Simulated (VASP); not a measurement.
**Ir: single point with PBE**

Ir:

```
Ir
1.0
     0.00000    1.79802    2.09829
     1.79802    0.00000    2.09829
     1.79802    1.79802    0.00000
Ir
1
Cartesian
  0.0000 0.0000 0.0000
```

```
Program                : VASP 6.6.1
Task                   : single point
Functional             : PBE
Potentials or basis    : VASP PAW PBE potentials, release 64 (Ir)
Cutoff                 : 520 eV
k mesh                 : 22 × 22 × 22
Occupations            : gaussian, width 0.15 eV
Spin                   : no spin polarisation
Dipole correction      : no
Further INCAR settings : ALGO = Fast; EDIFF = 1e-06; NBANDS = 10
```

The pressure is 35.2 GPa. The band gap on the k mesh is zero (an odd number of electrons rules out a gap without spin polarisation).

Stress tensor (GPa, compression positive):
```
56.56  0.00  0.00
 0.00 56.56  0.00
 0.00  0.00 -7.63
```

Levels at points of the mesh, in eV from the Fermi level:
```
           k point  band 1  band 2  band 3  band 4  band 5  band 6  band 7  band 8  band 9
(0.00, 0.00, 0.00)  -11.54   -5.52   -3.16   -3.16   -2.91    0.15   14.69   17.10   21.86
(0.50, 0.00, 0.00)   -8.48   -5.23   -3.10   -0.76    0.56    1.36    8.04   13.31   19.75
(0.50, 0.50, 0.00)   -8.53   -7.77   -0.28    1.31    1.47    1.47    8.35   13.96   13.96
(0.50, 0.00, 0.50)   -8.37   -7.62    0.35    0.53    2.89    2.95   10.34   12.15   12.84
```

It took 41 s on 1 thread of Intel(R) Xeon(R) 6975P-C (Granite Rapids) (shared host), peak memory 0.24 GiB.

Caveat: the cell stands under pressure; spin-orbit coupling is left out, which moves the levels of the heavy elements.
